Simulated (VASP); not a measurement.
**H20CO9: single point with PBE+D3(BJ)**

System: H20CO9.

```
CELL_PARAMETERS angstrom
6.98406 0.00664 -0.06056
0.00664 6.95365 -0.17775
-0.06056 -0.17775 6.87004
ATOMIC_POSITIONS crystal
O 0.10317 0.53356 0.51135
O 0.21713 0.60506 0.13629
O 0.83907 0.48281 0.05444
O 0.37340 0.95538 0.62860
O 0.64931 0.64195 0.72640
O 0.01304 0.84847 0.76123
O 0.34515 0.27030 0.90102
O 0.42096 0.96521 0.21341
O 0.79282 0.27663 0.44855
H 0.14550 0.65957 0.55785
H 0.16830 0.51711 0.39038
H 0.07490 0.59907 0.12389
H 0.25065 0.54391 0.02302
H 0.74672 0.56553 0.98523
H 0.78202 0.43365 0.17392
H 0.40971 0.94694 0.48384
H 0.24061 0.91439 0.64225
H 0.52397 0.71720 0.70470
H 0.64584 0.52549 0.64904
H 0.97406 0.92748 0.87232
H 0.92843 0.73283 0.73887
H 0.34565 0.17917 0.78810
H 0.46920 0.31495 0.88973
H 0.33163 0.84700 0.19094
H 0.37056 0.07217 0.13709
H 0.77778 0.07790 0.22496
H 0.90121 0.35403 0.48417
H 0.00579 0.15193 0.27804
H 0.88541 0.99205 0.44002
C 0.87195 0.11500 0.34777
```

* Program: VASP 6.6.1
* Task: single point
* Functional: PBE
* Dispersion: D3(BJ)
* Potentials or basis: VASP PAW PBE potentials, release 64 (O, H, C)
* Cutoff: 520 eV
* k mesh: 1 × 1 × 1
* Occupations: fermi-dirac, width 0.02 eV
* Spin: no spin polarisation

```
Pressure                   : 0.4 GPa
Largest force              : 4.925 eV/Å
Dispersion energy per atom : -0.030 eV
```

Forces on the atoms (eV/Å):
```
O   -0.440 -0.399  0.695
O   -1.859  2.395  3.882
O   -0.278  0.107  0.394
O    0.904 -0.433 -1.209
O   -1.296  1.950  0.982
O    0.206 -1.065 -0.838
O   -2.010 -0.692  0.390
O   -1.162 -1.215  0.023
O   -1.108  0.271 -0.034
H   -0.043  0.367  0.443
H    0.597 -0.244 -1.242
H    0.103 -0.035  0.040
H    1.614 -2.354 -3.912
H    0.156 -0.496  0.351
H    0.075  0.485 -0.624
H   -0.718  0.477  1.211
H   -0.289  0.086 -0.042
H    1.644 -0.646  0.057
H   -0.245 -1.266 -1.002
H   -0.416  0.003  0.337
H    0.064  1.273  0.466
H   -0.463 -0.670 -0.478
H    2.708  1.241  0.200
H    1.018  1.473 -0.295
H    0.112 -0.595  0.188
H   -0.567 -0.456 -0.276
H    0.991  1.217  0.767
H    0.493 -0.069  0.314
H    0.220 -0.130  0.090
C   -0.010 -0.580 -0.879
```

Stress tensor (GPa, compression positive):
```
 0.58  0.37 -0.42
 0.37 -0.37  2.64
-0.42  2.64  1.06
```

Levels at points of the mesh, in eV from the Fermi level:
```tsv
k point	band 35	band 36	band 37	band 38	band 39	band 40	band 41	band 42	band 43	band 44
(0.00, 0.00, 0.00)	-1.59	-1.52	-1.42	-1.01	-0.54	3.71	6.02	6.57	6.80	6.99
```

Wall time 37 s on 1 thread of AMD EPYC 7R43 64-Core Processor (Zen 3) (shared host), peak memory 0.31 GiB.

Caveat: the k points lie up to 0.92 Å⁻¹ apart; the atoms stand as in a frame of molecular dynamics.
